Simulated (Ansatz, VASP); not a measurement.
## PbSe in VASP and in Ansatz

```
CELL_PARAMETERS angstrom
0.00000 3.20682 3.00768
3.20682 0.00000 3.00768
3.20682 3.20682 0.00000
ATOMIC_POSITIONS crystal
Pb 0.00000 0.00000 0.00000
Se 0.50000 0.50000 0.50000
```

Alike in both runs: task single point; functional PBE; dispersion D3(BJ); k mesh 10 × 10 × 10; occupations gaussian, width 0.03 eV; no spin polarisation.

|  | VASP | Ansatz |
| --- | --- | --- |
| version | VASP 6.6.1 | Ansatz 0.2.0 |
| potentials or method | VASP PAW PBE potentials, release 64 (Pb_d, Se), cutoff 520 eV | scalar-relativistic, plane waves, PAW |
| valence electrons in the cell | 20 | 30 |

Ansatz gave:

| Quantity | Value |
| --- | --- |
| gap on the k mesh at the Fermi level (eV) | 0.41 |
| least direct gap on the mesh (eV) | 0.41 |
| pressure (GPa) | -2.2 |
| traceless stress, the component that is largest in VASP (GPa) | 4.34 |

Q: Estimate VASP's values.

A: gap on the k mesh at the Fermi level (eV): 0.41; least direct gap on the mesh (eV): 0.41; pressure (GPa): -2.2; traceless stress, the component that is largest in VASP (GPa): 4.35.

VASP's potentials hold 20 valence electrons a cell and Ansatz's 30, so a difference there can come from the potentials and not from the codes. Ansatz's warnings: dispersion switch in reach.

Spin-orbit coupling is off throughout.
